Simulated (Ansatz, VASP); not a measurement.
# Ag: VASP beside Ansatz

```
Ag
1.0
    -1.57287    1.57287    1.69705
     1.57287   -1.57287    1.69705
     1.57287    1.57287   -1.69705
Ag
1
Direct
  0.00000 0.00000 0.00000
```

Change from the starting cell: strain -0.050 along x and y, +0.025 along z, atoms carried along.

Alike in both runs: task single point; functional r2SCAN; k mesh 20 × 20 × 20; occupations gaussian, width 0.15 eV; no spin polarisation.

```csv
,VASP,Ansatz
version,VASP 6.6.1,Ansatz 0.2.0
potentials or method,"VASP PAW PBE potentials, release 64 (Ag), cutoff 520 eV","scalar-relativistic, plane waves, PAW"
valence electrons in the cell,11,19
```

|  | VASP | Ansatz | Ansatz less VASP |
| --- | --- | --- | --- |
| gap on the k mesh at the Fermi level (eV) | none | none | - |
| pressure (GPa) | 4.2 | 4.0 | -0.20 |
| traceless stress, the component that is largest in VASP (GPa) | 0.95 | 0.94 | -0.014 |

VASP's potentials were made for PBE, not for r2SCAN. A gap of «none» marks a metal or a gap that the smearing closes. VASP's potentials hold 11 valence electrons a cell and Ansatz's 19, so a difference there can come from the potentials and not from the codes.
